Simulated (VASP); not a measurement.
# Au (Im-3m) in VASP: a series of runs, part 2 of 2

VASP 6.6.1. The steps go on from the part before.

## Step 4: Single point, PBEsol

File INCAR:

```
SYSTEM = Au
  ALGO = Normal
  EDIFF = 1E-6
  ENCUT = 500
  GGA = PS
  GGA_COMPAT = .False.
  ISIF = 2
  ISMEAR = 0
  LASPH = .True.
  LCHARG = .False.
  LREAL = .False.
  LWAVE = .False.
  NBANDS = 12
  NELM = 120
  PREC = Accurate
  SIGMA = 0.1
```

File KPOINTS:

```
k-points
0
Gamma
  8 8 8
  0 0 0
```

File POSCAR:

```
Au
1.0
   -1.6205996784      1.6205996784      1.6205996784
    1.6205996784     -1.6205996784      1.6205996784
    1.6205996784      1.6205996784     -1.6205996784
Au
1
Direct
    0.0000000000      0.0000000000      0.0000000000
```

Potentials or basis: VASP PAW PBE potentials, release 64 (Au).

Started as:

```console
> cat potpaw_PBE.64/Au/POTCAR > POTCAR
> mpirun -np 1 vasp_std > vasp.out
```

OUTCAR:

```text
SYSTEM = Au
   EDIFF = 1E-6
   ENCUT = 500
   GGA = PS
   ISIF = 2
   ISMEAR = 0
   LASPH = .True.
   LREAL = .False.
   NELM = 120
   PREC = Accurate

 ion  position               nearest neighbor table
   1  0.000  0.000  0.000-

  LATTYP: Found a body centered cubic cell.
 ALAT       =     3.2411993568

  Lattice vectors:

 A1 = (  -1.6205996784,   1.6205996784,   1.6205996784)
 A2 = (   1.6205996784,  -1.6205996784,   1.6205996784)
 A3 = (   1.6205996784,   1.6205996784,  -1.6205996784)

Analysis of symmetry for initial positions (statically):
=====================================================================
 Subroutine PRICEL returns:
 Original cell was already a primitive cell.

 Routine SETGRP: Setting up the symmetry group for a
 body centered cubic supercell.

 Subroutine GETGRP returns: Found 48 space group operations
 (whereof 48 operations were pure point group operations)
 out of a pool of 48 trial point group operations.

The static configuration has the point symmetry O_h .

Analysis of symmetry for dynamics (positions and initial velocities):
=====================================================================
 Subroutine PRICEL returns:
 Original cell was already a primitive cell.

 Routine SETGRP: Setting up the symmetry group for a
 body centered cubic supercell.

 Subroutine GETGRP returns: Found 48 space group operations
 (whereof 48 operations were pure point group operations)
 out of a pool of 48 trial point group operations.

The dynamic configuration has the point symmetry O_h .

 Subroutine INISYM returns: Found 48 space group operations
 (whereof 48 operations are pure point group operations),
 and found     1 'primitive' translations

----------------------------------------------------------------------------------------

                                     Primitive cell

  volume of cell :      17.0250

  direct lattice vectors                    reciprocal lattice vectors
    -1.620599678  1.620599678  1.620599678     0.000000000  0.308527767  0.308527767
     1.620599678 -1.620599678  1.620599678     0.308527767  0.000000000  0.308527767
     1.620599678  1.620599678 -1.620599678     0.308527767  0.308527767  0.000000000

  length of vectors
     2.806960982  2.806960982  2.806960982     0.436324152  0.436324152  0.436324152

  position of ions in fractional coordinates (direct lattice)
     0.000000000  0.000000000  0.000000000

  ion indices of the primitive-cell ions
   primitive index   ion index
                 1           1

----------------------------------------------------------------------------------------

 KPOINTS: k-points

Automatic generation of k-mesh.
 Grid dimensions read from file:
 generate k-points for:    8    8    8

 Generating k-lattice:

  Cartesian coordinates                     Fractional coordinates (reciprocal lattice)
     0.000000000  0.038565971  0.038565971     0.125000000  0.000000000  0.000000000
     0.038565971  0.000000000  0.038565971     0.000000000  0.125000000  0.000000000
     0.038565971  0.038565971  0.000000000     0.000000000  0.000000000  0.125000000

  Length of vectors
     0.054540519  0.054540519  0.054540519

  Shift w.r.t. Gamma in fractional coordinates (k-lattice)
     0.000000000  0.000000000  0.000000000

 Subroutine IBZKPT returns following result:
 ===========================================

 Found     29 irreducible k-points:

 Following reciprocal coordinates:
            Coordinates               Weight
  0.000000  0.000000  0.000000      1.000000
  0.125000  0.000000  0.000000     12.000000
  0.250000  0.000000  0.000000     12.000000
  0.375000  0.000000  0.000000     12.000000
  0.500000  0.000000  0.000000      6.000000
  0.125000  0.125000  0.000000     24.000000
[... 16 lines left out ...]
 -0.250000  0.250000  0.250000      6.000000
 -0.375000  0.375000  0.250000     24.000000
 [... further k-points ...]
   k-points           NKPTS =     29   k-points in BZ     NKDIM =     29   number of bands    NBANDS=     12
   number of dos      NEDOS =    301   number of ions     NIONS =      1
   total plane-waves  NPLWV =   8000
   dimension x,y,z NGX =    20 NGY =   20 NGZ =   20
   dimension x,y,z NGXF=    40 NGYF=   40 NGZF=   40
   ions per type =               1
   NGX,Y,Z   is equivalent  to a cutoff of  11.85, 11.85, 11.85 a.u.
   NGXF,Y,Z  is equivalent  to a cutoff of  23.69, 23.69, 23.69 a.u.
 SYSTEM =  Au
   PREC   = accura    normal or accurate (medium, high low for compatibility)
   ISTART =      0    job   : 0-new  1-cont  2-samecut
   ICHARG =      2    charge: 1-file 2-atom 10-const
   ISPIN  =      1    spin polarized calculation?
   LNONCOLLINEAR =      F non collinear calculations
   LSORBIT =      F    spin-orbit coupling
   LASPH  =      T    aspherical Exc in radial PAW
   ENCUT  =  500.0 eV  36.75 Ry    6.06 a.u.   5.12  5.12  5.12*2*pi/ulx,y,z
   NELM   =    120;   NELMIN=  2; NELMDL= -5     # of ELM steps
   EDIFF  = 0.1E-05   stopping-criterion for ELM
   LREAL  =      F    real-space projection
   EDIFFG = 0.1E-04   stopping-criterion for IOM
   NSW    =      0    number of steps for IOM
   IBRION =     -1    ionic relax: 0-MD 1-quasi-New 2-CG
   NFREE  =      0    steps in history (QN), initial steepest desc. (CG)
   ISIF   =      2    stress and relaxation
   ISYM   =      2    0-nonsym 1-usesym 2-fastsym
   POTIM  = 0.5000    time-step for ionic-motion
   TEBEG  =    0.0;   TEEND  =   0.0 temperature during run
   PSTRESS=    0.0 pullay stress
   NELECT =      11.0000    total number of electrons
   NUPDOWN=      -1.0000    fix difference up-down
   EMIN   =  10.00;   EMAX   =-10.00  energy-range for DOS
   EFERMI =   0.00;   METHOD = LEGACY
   ISMEAR =     0;   SIGMA  =   0.10  broadening in eV -4-tet -1-fermi 0-gaus
   EFERMI_NEDOS =   21; number of points for ismear=-14 and -15
   IALGO  =     38    algorithm
   IMIX   =      4    mixing-type and parameters
     AMIX     =   0.40;   BMIX     =  1.00
     AMIX_MAG =   1.60;   BMIX_MAG =  1.00
  volume/ion in A,a.u.               =      17.03       114.89
  Fermi-wavevector in a.u.,A,eV,Ry     =   1.415283  2.674497 27.252826  2.003026
  Thomas-Fermi vector in A             =   2.536738
   LORBIT       =      0    0 simple, 1 ext, 2 COOP (PROOUT), +10 PAW based schemes
   GGA     = PS    functional components
   LHFCALC =     F    Hartree Fock is set to
   AEXX    =    0.0000 exact exchange contribution
   IVDW    =     0    specifies the selected vdW correction
   LEPSILON=     F    determine dielectric tensor
   LRPA    =     F    only Hartree local field effects (RPA)
 non-spin polarized calculation
 Gauss-broadening in eV      SIGMA  =   0.10
  energy-cutoff  :      500.00
  volume of cell :       17.03
 maximum number of plane-waves:       456
   NGX = 11   NGY = 11   NGZ = 11

 number of electron      11.0000003 magnetization

 Free energy of the ion-electron system (eV)
  ---------------------------------------------------
  ext. energy  EPLUGINS =         0.00000000
  ---------------------------------------------------
  free energy    TOTEN  =        -3.86686581 eV

  energy without entropy =       -3.85988988  energy(sigma->0) =       -3.86337784

 E-fermi :   9.5025     XC(G=0): -12.8965

 val. band max:        9.1233670637   @ k =  -0.3750   0.3750   0.2500
 cond. band min:       9.5152781428   @ k =   0.3750   0.1250   0.0000
 fundamental gap:      0.3919110791
 Fermi energy:         9.5024670911

 k-point     1 :       0.0000    0.0000    0.0000
  band No.  band energies     occupation
      1      -0.6255      2.00000
      2       4.4066      2.00000
      3       4.4066      2.00000
      4       4.4066      2.00000
      5       6.3639      2.00000
      6       6.3639      2.00000
      7      25.7977      0.00000
      8      25.7977      0.00000
      9      25.7977      0.00000
     10      33.6241      0.00000
     11      33.6241      0.00000
     12      33.6241      0.00000
[... 331 lines left out ...]
 k-point    24 :      -0.3750    0.3750    0.2500
  band No.  band energies     occupation
      1       3.2302      2.00000
      2       3.6756      2.00000
      3       5.0556      2.00000
      4       5.5881      2.00000
      5       6.9938      2.00000
      6       9.1234      2.00000
      7      17.6960      0.00000
      8      20.5780      0.00000
      9      22.9075      0.00000
     10      25.9651      0.00000
     11      31.9810      0.00000
     12      34.6064      0.00000

 [... further k-points ...]

------------------------ aborting loop because EDIFF is reached ----------------------------------------

  FORCE on cell =-STRESS in cart. coord.  units (eV):
  Direction    XX          YY          ZZ          XY          YZ          ZX
  --------------------------------------------------------------------------------------
  -------------------------------------------------------------------------------------
  Total       -0.0269840     -0.0269840     -0.0269840      0.0000000     -0.0000000     -0.0000000
  in kB       -2.5393919     -2.5393919     -2.5393919      0.0000000     -0.0000000     -0.0000000
  external PRESSURE =      -2.5393919 kB  Pullay stress =       0.0000000 kB

 VOLUME and BASIS-vectors are now :
 -----------------------------------------------------------------------------
  energy-cutoff  :      500.00
  volume of cell :       17.03
      direct lattice vectors                 reciprocal lattice vectors
    -1.620599678  1.620599678  1.620599678     0.000000000  0.308527767  0.308527767
     1.620599678 -1.620599678  1.620599678     0.308527767  0.000000000  0.308527767
     1.620599678  1.620599678 -1.620599678     0.308527767  0.308527767  0.000000000

 POSITION                                       TOTAL-FORCE (eV/Angst)
 -----------------------------------------------------------------------------------
      0.00000      0.00000      0.00000         0.000000      0.000000      0.000000
 -----------------------------------------------------------------------------------
    total drift:                                0.000000     -0.000000     -0.000000

  FREE ENERGIE OF THE ION-ELECTRON SYSTEM (eV)
  ---------------------------------------------------
  free  energy   TOTEN  =        -3.8668658118 eV

  energy  without entropy=       -3.8598898774  energy(sigma->0) =       -3.86337784
```

It took 9.2 s on 1 thread of AMD EPYC 7R43 (Zen 3), shared host; peak memory 0.09 GiB.

What came out:

```
Free energy : -3.8669 eV
Pressure    : -0.3 GPa
```

Levels at points of the mesh, in eV from the Fermi level:
```
           k point  band 2  band 3  band 4  band 5  band 6  band 7  band 8  band 9
(0.00, 0.00, 0.00)   -5.10   -5.10   -5.10   -3.14   -3.14   16.30   16.30   16.30
(0.50, 0.00, 0.00)   -6.20   -3.29   -2.93   -1.59   -0.91    3.35   12.15   13.68
(0.50, 0.50, 0.50)   -7.06   -1.98   -1.98   -1.98    6.05    6.05    6.05    9.50
```

Caveat: the PAW data sets were made with another functional, which shifts forces and pressure a little; spin-orbit coupling is left out, which moves the levels of the heavy elements.

## Step 5: Relaxation of cell and atoms, PBEsol

This run uses another cell than the first one, of 18.21 Å³/atom, 1.069 times its volume.

File INCAR:

```
ALGO     = Normal         # electronic algorithm
EDIFF    = 1E-7           # SCF threshold, eV
EDIFFG   = -0.05          # ionic threshold
ENCUT    = 500            # plane-wave cutoff, eV
GGA      = PS             # functional
GGA_COMPAT= F            
IBRION   = 2              # ionic algorithm
ISIF     = 3              # what is computed and relaxed
ISMEAR   = 0              # smearing method
LASPH    = T              # aspherical terms in the spheres
LCHARG   = F              # write CHGCAR
LREAL    = F              # projectors in reciprocal space
LWAVE    = F              # write WAVECAR
NELM     = 120            # most SCF steps
NELMIN   = 4            
NSW      = 100            # ionic steps
PREC     = Accurate       # precision mode
SIGMA    = 0.1            # smearing width, eV
```

File KPOINTS:

```
k-points
0
Gamma
  8 8 8
```

File POSCAR:

```
Au
1.0
   -1.6572690000      1.6572690000      1.6572690000
    1.6572690000     -1.6572690000      1.6572690000
    1.6572690000      1.6572690000     -1.6572690000
Au
1
Direct
    0.0000000000      0.0000000000      0.0000000000
```

Potentials or basis: VASP PAW PBE potentials, release 64 (Au).

Started as:

```console
> cat potpaw_PBE.64/Au/POTCAR > POTCAR
> mpirun -np 1 vasp_std > vasp.out
```

OUTCAR:

```text
EDIFF = 1E-7
   EDIFFG = -0.05
   ENCUT = 500
   GGA = PS
   IBRION = 2
   ISIF = 3
   ISMEAR = 0
   LASPH = T
   LREAL = F
   NELM = 120
   NELMIN = 4
   NSW = 100
   PREC = Accurate

 ion  position               nearest neighbor table
   1  0.000  0.000  0.000-

  LATTYP: Found a body centered cubic cell.
 ALAT       =     3.3145380000

  Lattice vectors:

 A1 = (  -1.6572690000,   1.6572690000,   1.6572690000)
 A2 = (   1.6572690000,  -1.6572690000,   1.6572690000)
 A3 = (   1.6572690000,   1.6572690000,  -1.6572690000)

Analysis of symmetry for initial positions (statically):
=====================================================================
 Subroutine PRICEL returns:
 Original cell was already a primitive cell.

 Routine SETGRP: Setting up the symmetry group for a
 body centered cubic supercell.

 Subroutine GETGRP returns: Found 48 space group operations
 (whereof 48 operations were pure point group operations)
 out of a pool of 48 trial point group operations.

The static configuration has the point symmetry O_h .

Analysis of symmetry for dynamics (positions and initial velocities):
=====================================================================
 Subroutine PRICEL returns:
 Original cell was already a primitive cell.

[... 162 lines left out ...]
  -------------------------------------------------------------------------------------
  Total       -1.0949900     -1.0949900     -1.0949900      0.0000000     -0.0000000     -0.0000000
  in kB      -96.3566550    -96.3566550    -96.3566550      0.0000000     -0.0000000     -0.0000000
  external PRESSURE =     -96.3566550 kB  Pullay stress =       0.0000000 kB
[... 22 lines left out ...]
--------------------------------------- Ionic step        2  -------------------------------------------

 number of electron      11.0000002 magnetization

 E-fermi :  11.2430     XC(G=0): -13.4694

 val. band max:       11.2400746140   @ k =   0.3750   0.1250   0.0000
 cond. band min:      11.4111770580   @ k =   0.2500   0.1250   0.1250
 fundamental gap:      0.1711024441
 Fermi energy:        11.2429976083

 k-point     1 :       0.0000    0.0000    0.0000
  band No.  band energies     occupation
      1      -0.0005      2.00000
      2       5.5226      2.00000
      3       5.5226      2.00000
      4       5.5226      2.00000
      5       7.8008      2.00000
      6       7.8008      2.00000
      7      27.4511      0.00000
      8      27.4511      0.00000
      9      27.4511      0.00000
[... 310 lines left out ...]
--------------------------------------- Ionic step        3  -------------------------------------------

 number of electron      11.0000001 magnetization

 Free energy of the ion-electron system (eV)
  ---------------------------------------------------
  ext. energy  EPLUGINS =         0.00000000
  ---------------------------------------------------
  free energy    TOTEN  =        -3.86782818 eV

  energy without entropy =       -3.86085094  energy(sigma->0) =       -3.86433956

 E-fermi :   9.5014     XC(G=0): -12.8961

 val. band max:        9.1223518761   @ k =  -0.3750   0.3750   0.2500
 cond. band min:       9.5142157001   @ k =   0.3750   0.1250   0.0000
 fundamental gap:      0.3918638240
 Fermi energy:         9.5013798111

 k-point     1 :       0.0000    0.0000    0.0000
  band No.  band energies     occupation
      1      -0.6259      2.00000
      2       4.4058      2.00000
      3       4.4058      2.00000
      4       4.4058      2.00000
      5       6.3629      2.00000
      6       6.3629      2.00000
      7      25.7967      0.00000
      8      25.7967      0.00000
      9      25.7967      0.00000
[... 304 lines left out ...]
  FREE ENERGIE OF THE ION-ELECTRON SYSTEM (eV)
  ---------------------------------------------------
  free  energy   TOTEN  =        -3.8678281765 eV

  energy  without entropy=       -3.8608509369  energy(sigma->0) =       -3.86433956

 reached required accuracy - stopping structural energy minimisation
```

OSZICAR:

```text
N       E                     dE             d eps       ncg     rms          rms(c)
DAV:   1     0.393283811857E+02    0.39328E+02   -0.55636E+03   570   0.103E+03
DAV:   2    -0.384246853690E+01   -0.43171E+02   -0.40767E+02   539   0.186E+02
DAV:   3    -0.419246750036E+01   -0.35000E+00   -0.34949E+00   597   0.179E+01
[... 23 lines left out ...]
DAV:   4    -0.386767186417E+01    0.97318E-03   -0.57638E-03   549   0.639E-01    0.532E-01
DAV:   5    -0.386780979450E+01   -0.13793E-03   -0.61242E-04   563   0.156E-01    0.159E-02
DAV:   6    -0.386782775964E+01   -0.17965E-04   -0.84558E-06   571   0.281E-02    0.421E-03
DAV:   7    -0.386782816911E+01   -0.40947E-06   -0.32374E-07   569   0.445E-03    0.133E-03
DAV:   8    -0.386782817645E+01   -0.73394E-08   -0.53744E-09   267   0.747E-04
   3 F= -.38678282E+01 E0= -.38643396E+01  d E =-.393750E-01
```

Wall time 21 s (1 thread of AMD EPYC 7R43 (Zen 3), shared host); peak memory 0.11 GiB.

What came out:

```yaml
Free_energy: -3.8678 eV
Relaxed_volume: 17.03 Å³/atom
Relaxed_cell: a = 2.807 Å, b = 2.807 Å, c = 2.807 Å, α = 109.47°, β = 109.47°, γ = 109.47°
Space_group_after_relaxing_to_0.05_Å: Im-3m (No. 229)
Energy_gained_by_relaxing: 39.4 meV/atom
Ionic_steps: 3
Pressure_after_relaxing: -0.3 GPa
```

Step by step:
```tsv
step	energy change (eV)	largest force (eV/Å)	pressure (GPa)	volume (Å³)
1	0.0000	0.0000	-9.64	18.21
2	0.0528	0.0000	21.58	15.47
3	-0.0394	0.0000	-0.27	17.03
```

Final structure:
```yaml
crystal:
  lattice:
    - [-1.62063, 1.62063, 1.62063]
    - [1.62063, -1.62063, 1.62063]
    - [1.62063, 1.62063, -1.62063]
  atoms:
    - { symbol: Au, position: [0.00000, 0.00000, 0.00000] }
```

Levels at points of the mesh, in eV from the Fermi level:
```csv
k point,band 3,band 4,band 5,band 6,band 7,band 8
"(0.00, 0.00, 0.00)",-5.10,-5.10,-3.14,-3.14,16.30,16.30
"(0.50, 0.00, 0.00)",-3.29,-2.93,-1.59,-0.91,3.35,12.15
"(0.50, 0.50, 0.50)",-1.98,-1.98,-1.98,6.05,6.05,6.05
```

Caveat: the PAW data sets were made with another functional, which shifts forces and pressure a little; spin-orbit coupling is left out, which moves the levels of the heavy elements.

## Step 6: Single point, PBEsol (volume scaled by 0.98)

File INCAR:

```
SYSTEM = Au
  ALGO = Normal
  EDIFF = 1E-6
  ENCUT = 520
  GGA = PS
  ISIF = 2
  ISMEAR = -1
  LASPH = .TRUE.
  LCHARG = .FALSE.
  LREAL = .FALSE.
  LWAVE = .FALSE.
  NBANDS = 12
  NELM = 60
  PREC = Accurate
  SIGMA = 0.15
```

File KPOINTS:

```
k-points
0
G
  20 20 20
  0 0 0
```

File POSCAR:

```
Au
1.0
   -1.6108542960      1.6108542960      1.6108542960
    1.6108542960     -1.6108542960      1.6108542960
    1.6108542960      1.6108542960     -1.6108542960
Au
1
Direct
    0.0000000000      0.0000000000      0.0000000000
```

Potentials or basis: VASP PAW PBE potentials, release 64 (Au).

Started as:

```console
> cat potpaw_PBE.64/Au/POTCAR > POTCAR
> mpirun -np 1 vasp_std > vasp.out
```

Wall time 28 s (1 thread of Intel Xeon Platinum 8259CL at 2.50GHz (Skylake/Cascade Lake), shared host); peak memory 0.18 GiB.

The run converged. Its results:

```yaml
Free_energy: -3.9092 eV
Pressure: 3.4 GPa
```

Levels at points of the mesh, in eV from the Fermi level:
| k point | band 3 | band 4 | band 5 | band 6 | band 7 | band 8 | band 9 | band 10 |
| --- | --- | --- | --- | --- | --- | --- | --- | --- |
| (0.00, 0.00, 0.00) | -4.96 | -4.96 | -2.95 | -2.95 | 16.51 | 16.51 | 16.51 | 24.68 |
| (0.50, 0.00, 0.00) | -3.10 | -2.73 | -1.34 | -0.77 | 3.69 | 12.37 | 14.03 | 22.14 |
| (0.50, 0.50, 0.50) | -1.74 | -1.74 | -1.74 | 6.28 | 6.28 | 6.28 | 9.95 | 16.23 |

Caveat: the cell differs from its parent crystal (volume scaled by 0.98); the PAW data sets were made with another functional, which shifts forces and pressure a little; spin-orbit coupling is left out, which moves the levels of the heavy elements.

## Step 7: Summary

| task | cell | k mesh | cutoff (eV) | smearing | gap on the mesh (eV) | pressure (GPa) |
| --- | --- | --- | --- | --- | --- | --- |
| single point | a = 2.807 Å, angles 109.5°, 1 atom | 8 × 8 × 8 | 500 | gaussian 0.1 eV | none | -0.3 |
| single point | a = 2.870 Å, angles 109.5°, 1 atom | 8 × 8 × 8 | 500 | gaussian 0.1 eV | none | -9.6 |
| relaxation of cell and atoms | relaxed from a = 2.870 Å, angles 109.5°, 1 atom | 8 × 8 × 8 | 500 | gaussian 0.1 eV | none | -0.3 |
| single point | a = 2.790 Å, angles 109.5°, 1 atom | 20 × 20 × 20 | 520 | fermi-dirac 0.15 eV | none | 3.4 |

Alike in all rows: level PBEsol; potentials or basis VASP PAW PBE potentials, release 64 (Au); no spin polarisation.

Caveats: the PAW data sets were made with another functional, which shifts forces and pressure a little; spin-orbit coupling is left out, which moves the levels of the heavy elements.

Total energies depend on the potentials used, so only differences within one code and one set of settings carry meaning.
